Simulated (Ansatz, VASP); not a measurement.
## HfBO in VASP and in Ansatz

The input INCAR:

```
SYSTEM = HfBO
ALGO     = Fast           ! electronic algorithm
EDIFF    = 1E-6           ! SCF threshold, eV
EDIFFG   = -0.01          ! ionic threshold
ENCUT    = 600            ! plane-wave cutoff, eV
GGA      = PE             ! functional
IBRION   = 2              ! ionic algorithm
ISIF     = 3              ! what is computed and relaxed
ISMEAR   = 0              ! smearing method
LASPH    = .TRUE.         ! aspherical terms in the spheres
LCHARG   = .FALSE.        ! write CHGCAR
LREAL    = .FALSE.        ! projectors in reciprocal space
LWAVE    = .FALSE.        ! write WAVECAR
NELM     = 80             ! most SCF steps
NSW      = 100            ! ionic steps
PREC     = Accurate       ! precision mode
SIGMA    = 0.1            ! smearing width, eV
```

File KPOINTS:

```
k-points
0
G
  12 12 4
  0 0 0
```

Contents of POSCAR:

```
HfBO
1.0
    3.5266497882      0.0000000000      0.0000000000
   -1.7633248941      3.0541683069      0.0000000000
    0.0000000000      0.0000000000      9.7317655634
Hf B O
2 2 2
Direct
    0.0000000000      0.0000000000      0.2500000000
    0.0000000000      0.0000000000      0.7500000000
    0.0000000000      0.0000000000      0.0000000000
    0.0000000000      0.0000000000      0.5000000000
    0.3333333333      0.6666666667      0.7500000000
    0.6666666667      0.3333333333      0.2500000000
```

Input for Ansatz:

```yaml
crystal:
  lattice:
    - [3.5266497882, 0.0, 0.0]
    - [-1.7633248941, 3.0541683069, 0.0]
    - [0.0, 0.0, 9.7317655634]
  atoms:
    - { symbol: Hf, position: [0.0, 0.0, 0.25] }
    - { symbol: Hf, position: [0.0, 0.0, 0.75] }
    - { symbol: B, position: [0.0, 0.0, 0.0] }
    - { symbol: B, position: [0.0, 0.0, 0.5] }
    - { symbol: O, position: [0.3333333333, 0.6666666667, 0.75] }
    - { symbol: O, position: [0.6666666667, 0.3333333333, 0.25] }
basis:
  ecutwfc: 420
kpoints:
  mp_grid: { grid: [12, 12, 4] }
hamiltonian:
  xc: pbe
scf:
  occupations: { method: gaussian, width: 0.1 }
output:
  forces: true
  stress: true
  eigenvalues: true
relax:
  adjacent_minimum: "off"
  f_tol: 0.01
  max_steps: 80
  cell: { stress_tol: 0.05 }
```

Alike in both runs: task relaxation of cell and atoms; functional PBE; k mesh 12 × 12 × 4; occupations gaussian, width 0.1 eV; no spin polarisation.

|  | VASP | Ansatz |
| --- | --- | --- |
| version | VASP 6.6.1 | Ansatz 0.2.0 |
| potentials or method | VASP PAW PBE potentials, release 64 (Hf_pv, B, O), cutoff 600 eV | scalar-relativistic, plane waves, PAW |
| valence electrons in the cell | 38 | 70 |

```tsv
	VASP	Ansatz	Ansatz less VASP
gap on the k mesh at the Fermi level, each at its own relaxed structure (eV)	none	none	-
relaxed volume (Å³/atom)	17.18	17.30	+0.116
relaxed length of the cell vector where the two differ most in proportion (Å)	3.510	3.521	+0.0110
```

A gap of «none» marks a metal or a gap that the smearing closes. VASP's potentials hold 38 valence electrons a cell and Ansatz's 70, so a difference there can come from the potentials and not from the codes.

Spin-orbit coupling is off throughout.
